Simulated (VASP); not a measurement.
# KI in VASP: notebook

The runs below take KI through single point, with LDA.

Everything below comes from runs of VASP 6.6.1. Logs are shortened: lines on timing, memory, paths and dates and some standing lists are left out, and cuts for length are marked.

## (1) The cell of the first run

Symmetry: Pm-3m, No. 221, cubic system. The conventional cell has a = 4.291 Å, b = 4.291 Å, c = 4.291 Å, α = 90.00°, β = 90.00°, γ = 90.00°. K (site symmetry m-3m) has 8 I at 3.72 Å and 6 K at 4.29 Å within 4.9 Å. I (site symmetry m-3m) has 8 K at 3.72 Å and 6 I at 4.29 Å within 4.9 Å.

## (2) Single point, LDA

INCAR reads:

```
SYSTEM = KI
PREC     = Accurate       ! precision mode
ENCUT    = 520            ! plane-wave cutoff, eV
EDIFF    = 1E-7           ! SCF threshold, eV
ISMEAR   = 0              ! smearing method
SIGMA    = 0.05           ! smearing width, eV
LREAL    = .False.        ! projectors in reciprocal space
LASPH    = .True.         ! aspherical terms in the spheres
NELM     = 60             ! most SCF steps
ALGO     = Normal         ! electronic algorithm
ISIF     = 2              ! what is computed and relaxed
LWAVE    = .False.        ! write WAVECAR
LCHARG   = .False.        ! write CHGCAR
NBANDS   = 15             ! bands
```

KPOINTS reads:

```
regular mesh
0
Gamma
  6 6 6
  0 0 0
```

POSCAR reads:

```
KI
1.0
    4.2911970000      0.0000000000      0.0000000000
    0.0000000000      4.2911970000      0.0000000000
    0.0000000000      0.0000000000      4.2911970000
K I
1 1
Direct
    0.0000000000      0.0000000000      0.0000000000
    0.5000000000      0.5000000000      0.5000000000
```

Potentials or basis: VASP PAW LDA potentials, release 64 (K_sv, I).

Command:

```bash
$ cat potpaw_LDA.64/K_sv/POTCAR potpaw_LDA.64/I/POTCAR > POTCAR
$ mpirun -np 1 vasp_std > vasp.out
```

OUTCAR:

```text
SYSTEM = KI
   PREC = Accurate
   ENCUT = 520
   EDIFF = 1E-7
   ISMEAR = 0
   LREAL = .False.
   LASPH = .True.
   NELM = 60
   ISIF = 2

 ion  position               nearest neighbor table
   1  0.000  0.000  0.000-
   2  0.500  0.500  0.500-

  LATTYP: Found a simple cubic cell.
 ALAT       =     4.2911970000

  Lattice vectors:

 A1 = (   4.2911970000,   0.0000000000,   0.0000000000)
 A2 = (   0.0000000000,   4.2911970000,   0.0000000000)
 A3 = (   0.0000000000,   0.0000000000,   4.2911970000)

Analysis of symmetry for initial positions (statically):
=====================================================================
 Subroutine PRICEL returns:
 Original cell was already a primitive cell.

 Routine SETGRP: Setting up the symmetry group for a
 simple cubic supercell.

 Subroutine GETGRP returns: Found 48 space group operations
 (whereof 48 operations were pure point group operations)
 out of a pool of 48 trial point group operations.

The static configuration has the point symmetry O_h .

Analysis of symmetry for dynamics (positions and initial velocities):
=====================================================================
 Subroutine PRICEL returns:
 Original cell was already a primitive cell.

 Routine SETGRP: Setting up the symmetry group for a
 simple cubic supercell.

 Subroutine GETGRP returns: Found 48 space group operations
 (whereof 48 operations were pure point group operations)
 out of a pool of 48 trial point group operations.

The dynamic configuration has the point symmetry O_h .

 Subroutine INISYM returns: Found 48 space group operations
 (whereof 48 operations are pure point group operations),
 and found     1 'primitive' translations

----------------------------------------------------------------------------------------

                                     Primitive cell

  volume of cell :      79.0197

  direct lattice vectors                    reciprocal lattice vectors
     4.291197000  0.000000000  0.000000000     0.233035211  0.000000000  0.000000000
     0.000000000  4.291197000  0.000000000     0.000000000  0.233035211  0.000000000
     0.000000000  0.000000000  4.291197000     0.000000000  0.000000000  0.233035211

  length of vectors
     4.291197000  4.291197000  4.291197000     0.233035211  0.233035211  0.233035211

[... 82 lines left out ...]
   ISYM   =      2    0-nonsym 1-usesym 2-fastsym
   POTIM  = 0.5000    time-step for ionic-motion
   TEBEG  =    0.0;   TEEND  =   0.0 temperature during run
   PSTRESS=    0.0 pullay stress
   NELECT =      16.0000    total number of electrons
   NUPDOWN=      -1.0000    fix difference up-down
   EMIN   =  10.00;   EMAX   =-10.00  energy-range for DOS
   EFERMI =   0.00;   METHOD = LEGACY
   ISMEAR =     0;   SIGMA  =   0.05  broadening in eV -4-tet -1-fermi 0-gaus
   EFERMI_NEDOS =   21; number of points for ismear=-14 and -15
   IALGO  =     38    algorithm
   IMIX   =      4    mixing-type and parameters
     AMIX     =   0.40;   BMIX     =  1.00
     AMIX_MAG =   1.60;   BMIX_MAG =  1.00
  volume/ion in A,a.u.               =      39.51       266.63
  Fermi-wavevector in a.u.,A,eV,Ry     =   0.961324  1.816639 12.573736  0.924143
  Thomas-Fermi vector in A             =   2.090686
   LORBIT       =      0    0 simple, 1 ext, 2 COOP (PROOUT), +10 PAW based schemes
   GGA     = CA    functional components
   LHFCALC =     F    Hartree Fock is set to
   AEXX    =    0.0000 exact exchange contribution
   IVDW    =     0    specifies the selected vdW correction
   LEPSILON=     F    determine dielectric tensor
   LRPA    =     F    only Hartree local field effects (RPA)
 non-spin polarized calculation
 Gauss-broadening in eV      SIGMA  =   0.05
  energy-cutoff  :      520.00
  volume of cell :       79.02
 maximum number of plane-waves:      2176
 NGX is ok and might be reduce to    32
   NGX = 15   NGY = 15   NGZ = 15

 number of electron      16.0000003 magnetization

 Free energy of the ion-electron system (eV)
  ---------------------------------------------------
  ext. energy  EPLUGINS =         0.00000000
  ---------------------------------------------------
  free energy    TOTEN  =        -6.05057622 eV

  energy without entropy =       -6.05057622  energy(sigma->0) =       -6.05057622

 E-fermi :   0.9294     XC(G=0):  -8.1295

 val. band max:        0.6769569103   @ k =   0.5000   0.5000   0.0000
 cond. band min:       3.6735621998   @ k =   0.0000   0.0000   0.0000
 fundamental gap:      2.9966052895
 Fermi energy:         0.9294080113

 k-point     1 :       0.0000    0.0000    0.0000
  band No.  band energies     occupation
      1     -28.3175      2.00000
      2     -12.0048      2.00000
      3     -12.0048      2.00000
      4     -12.0048      2.00000
      5     -10.5503      2.00000
      6       0.3066      2.00000
      7       0.3066      2.00000
      8       0.3066      2.00000
      9       3.6736      0.00000
     10       5.2230      0.00000
     11       5.2230      0.00000
     12       8.9214      0.00000
     13       8.9214      0.00000
     14       8.9214      0.00000
[... 329 lines left out ...]
      2     -12.0749      2.00000
      3     -12.0749      2.00000
      4     -12.0749      2.00000
      5     -10.0288      2.00000
      6      -1.0189      2.00000
      7      -1.0189      2.00000
      8      -1.0189      2.00000
      9       6.0854      0.00000
     10       6.0854      0.00000
     11       6.0854      0.00000
     12       9.3443      0.00000
     13       9.3443      0.00000
     14       9.3443      0.00000
     15       9.5074      0.00000

------------------------ aborting loop because EDIFF is reached ----------------------------------------

  FORCE on cell =-STRESS in cart. coord.  units (eV):
  Direction    XX          YY          ZZ          XY          YZ          ZX
  --------------------------------------------------------------------------------------
  -------------------------------------------------------------------------------------
  Total       -0.8303988     -0.8303988     -0.8303988     -0.0000000     -0.0000000      0.0000000
  in kB      -16.8368933    -16.8368933    -16.8368933     -0.0000000     -0.0000000      0.0000000
  external PRESSURE =     -16.8368933 kB  Pullay stress =       0.0000000 kB

 VOLUME and BASIS-vectors are now :
 -----------------------------------------------------------------------------
  energy-cutoff  :      520.00
  volume of cell :       79.02
      direct lattice vectors                 reciprocal lattice vectors
     4.291197000  0.000000000  0.000000000     0.233035211  0.000000000  0.000000000
     0.000000000  4.291197000  0.000000000     0.000000000  0.233035211  0.000000000
     0.000000000  0.000000000  4.291197000     0.000000000  0.000000000  0.233035211

 POSITION                                       TOTAL-FORCE (eV/Angst)
 -----------------------------------------------------------------------------------
      0.00000      0.00000      0.00000         0.000000      0.000000      0.000000
      2.14560      2.14560      2.14560         0.000000      0.000000      0.000000
 -----------------------------------------------------------------------------------
    total drift:                                0.000000      0.000000     -0.000000

  FREE ENERGIE OF THE ION-ELECTRON SYSTEM (eV)
  ---------------------------------------------------
  free  energy   TOTEN  =        -6.0505762164 eV

  energy  without entropy=       -6.0505762164  energy(sigma->0) =       -6.05057622
```

Run time: 8.9 s. Hardware: 1 thread of AMD EPYC 9R45 (Zen 5), shared host; peak memory 0.13 GiB.

Results:

* Free energy: -6.0506 eV
* Pressure: -1.7 GPa
* Band gap on the k mesh: 3.00 eV, indirect (least direct gap 3.37 eV)

Caveat: spin-orbit coupling is left out, which moves the levels of the heavy elements. A k mesh can miss the band edges.

## (3) Single point, LDA

INCAR reads:

```
SYSTEM = KI
PREC = Accurate ; ENCUT = 520
EDIFF = 1E-6 ; ISMEAR = 0
SIGMA = 0.05 ; LREAL = .False.
LASPH = .True. ; NELM = 60
ALGO = Normal ; ISIF = 2
LWAVE = .False. ; LCHARG = .False.
NBANDS = 15
```

KPOINTS reads:

```
Automatic mesh
0
Gamma
  6 6 6
  0 0 0
```

POSCAR reads:

```
KI
1.0
    4.2911970000     -0.0321839775      0.0000000000
   -0.0321839775      4.2911970000      0.0000000000
    0.0000000000      0.0000000000      4.2911970000
K I
1 1
Direct
    0.0000000000      0.0000000000      0.0000000000
    0.5000000000      0.5000000000      0.5000000000
```

Potentials or basis: VASP PAW LDA potentials, release 64 (K_sv, I).

Command:

```bash
$ cat potpaw_LDA.64/K_sv/POTCAR potpaw_LDA.64/I/POTCAR > POTCAR
$ mpirun -np 1 vasp_std > vasp.out
```

Wall time 20 s (1 thread of AMD EPYC 9R45 (Zen 5), shared host); peak memory 0.16 GiB.

The run converged. Its results:

```yaml
Free_energy: -6.0505 eV
Pressure: -1.7 GPa
Band_gap_on_the_k_mesh: 3.00 eV, indirect (least direct gap 3.35 eV)
```

Levels at points of the mesh, in eV from the valence-band top:
```tsv
k point	band 4	band 5	band 6	band 7	band 8	band 9	band 10	band 11	band 12	band 13
(0.00, 0.00, 0.00)	-12.68	-11.23	-0.38	-0.37	-0.36	3.00	4.55	4.55	8.20	8.24
(0.50, 0.00, 0.00)	-12.67	-10.91	-2.36	-0.30	-0.30	5.22	5.92	6.77	6.93	8.49
(0.50, 0.50, 0.00)	-12.66	-10.88	-1.76	-1.73	0.00	3.65	5.48	6.62	6.63	8.70
(0.00, 0.00, 0.50)	-12.67	-10.91	-2.36	-0.32	-0.27	5.22	5.92	6.77	6.93	8.42
(0.50, 0.00, 0.50)	-12.66	-10.88	-1.75	-1.75	0.00	3.65	5.48	6.63	6.63	8.75
(0.50, 0.50, 0.50)	-12.75	-10.71	-1.70	-1.70	-1.69	5.35	5.41	5.46	8.61	8.66
```

Caveat: spin-orbit coupling is left out, which moves the levels of the heavy elements. A k mesh can miss the band edges.

## (4) Single point, LDA

INCAR reads:

```
  ALGO = Normal
  EDIFF = 1E-6
  ENCUT = 520
  ISIF = 2
  ISMEAR = 0
  LASPH = True
  LCHARG = False
  LREAL = False
  LWAVE = False
  NBANDS = 15
  NELM = 100
  PREC = Accurate
  SIGMA = 0.05
```

KPOINTS reads:

```
k-points
0
Gamma
  6 6 6
```

POSCAR reads:

```
KI
1.0
    4.2911970000      0.0321839775      0.0000000000
    0.0321839775      4.2911970000      0.0000000000
    0.0000000000      0.0000000000      4.2911970000
K I
1 1
Direct
    0.0000000000      0.0000000000      0.0000000000
    0.5000000000      0.5000000000      0.5000000000
```

Command:

```bash
$ cat potpaw_LDA.64/K_sv/POTCAR potpaw_LDA.64/I/POTCAR > POTCAR
$ mpirun -np 1 vasp_std > vasp.out
```

Wall time 21 s (1 thread of AMD EPYC 9R45 (Zen 5), shared host); peak memory 0.16 GiB.

Results (log left out):

```
Free energy            : -6.0505 eV
Pressure               : -1.7 GPa
Band gap on the k mesh : 3.00 eV, indirect (least direct gap 3.35 eV)
```

Levels at points of the mesh, in eV from the valence-band top:
| k point | band 5 | band 6 | band 7 | band 8 | band 9 | band 10 | band 11 | band 12 |
| --- | --- | --- | --- | --- | --- | --- | --- | --- |
| (0.00, 0.00, 0.00) | -11.23 | -0.38 | -0.37 | -0.36 | 3.00 | 4.55 | 4.55 | 8.20 |
| (0.50, 0.00, 0.00) | -10.91 | -2.36 | -0.30 | -0.30 | 5.22 | 5.92 | 6.77 | 6.93 |
| (0.50, 0.50, 0.00) | -10.88 | -1.76 | -1.73 | 0.00 | 3.65 | 5.48 | 6.62 | 6.63 |
| (0.00, 0.00, 0.50) | -10.91 | -2.36 | -0.32 | -0.27 | 5.22 | 5.92 | 6.77 | 6.93 |
| (0.50, 0.00, 0.50) | -10.88 | -1.75 | -1.75 | 0.00 | 3.65 | 5.48 | 6.63 | 6.63 |
| (0.50, 0.50, 0.50) | -10.71 | -1.70 | -1.70 | -1.69 | 5.35 | 5.41 | 5.46 | 8.61 |

Caveat: spin-orbit coupling is left out, which moves the levels of the heavy elements. A k mesh can miss the band edges.

## (5) Summary

```csv
cell,gap on the mesh (eV),pressure (GPa)
"a = 4.291 Å, 2 atoms",3.00,-1.7
"a = 4.291 Å, angles 90.0, 90.0, 90.9°, 2 atoms",3.00,-1.7
"a = 4.291 Å, angles 90.0, 90.0, 89.1°, 2 atoms",3.00,-1.7
```

Alike in all rows: task single point; level LDA; potentials or basis VASP PAW LDA potentials, release 64 (K_sv, I); no spin polarisation; k mesh 6 × 6 × 6; cutoff (eV) 520; smearing gaussian 0.05 eV.

Caveats: spin-orbit coupling is left out, which moves the levels of the heavy elements.

Total energies depend on the potentials used, so only differences within one code and one set of settings carry meaning.
